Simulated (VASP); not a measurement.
Write the native input for VASP 6.6.1 that does the following.

- Task: single point
- Functional: RPBE
- Dispersion: D4
- Potentials or basis: VASP PAW PBE potentials, release 64 (Ga_d, N)
- Cutoff: 520 eV
- k mesh: 8 × 8 × 6
- Occupations: gaussian, width 0.05 eV
- Spin: no spin polarisation
- Dipole correction: no
- Further INCAR settings: ALGO = Normal; EDIFF = 1e-07; NBANDS = 26

The structure of GaN lies in POSCAR:

```
GaN
1.0
    3.1269331688      0.0000000001      0.0000000000
   -1.5634665845      2.7080035601      0.0000000000
    0.0000000000      0.0000000000      5.0986650217
Ga N
2 2
Direct
    0.3333333333      0.6666666667     -0.0006520934
    0.6666666667      0.3333333333      0.4993479066
    0.3333333333      0.6666666667      0.3756520934
    0.6666666667      0.3333333333      0.8756520934
```

This cell differs from its parent crystal: volume scaled by 0.96.

The input as run:

INCAR

```
ALGO = Normal
EDIFF = 1E-7
ENCUT = 520
GGA = RP
ISIF = 2
ISMEAR = 0
IVDW = 13
LASPH = True
LCHARG = True
LELF = True
LREAL = False
LVHAR = True
LWAVE = False
NBANDS = 26
NELM = 60
PREC = Accurate
SIGMA = 0.05
```

KPOINTS

```
k-points
0
Gamma
  8 8 6
```

Potentials or basis: VASP PAW PBE potentials, release 64 (Ga_d, N).

The run is started by

```console
$ cat potpaw_PBE.64/Ga_d/POTCAR potpaw_PBE.64/N/POTCAR > POTCAR
$ mpirun -np 1 vasp_std > vasp.out
```

It gave:

| Property | Result |
| --- | --- |
| Pressure | 7.8 GPa |
| Largest force | 0.012 eV/Å |
| Band gap on the k mesh | 2.34 eV, direct |
| Dispersion energy per atom | -0.859 eV |

Caveat: the PAW data sets were made with another functional, which shifts forces and pressure a little.

It took 21 s on 1 thread of Intel(R) Xeon(R) 6975P-C (Granite Rapids), on a shared host, peak memory 0.17 GiB.
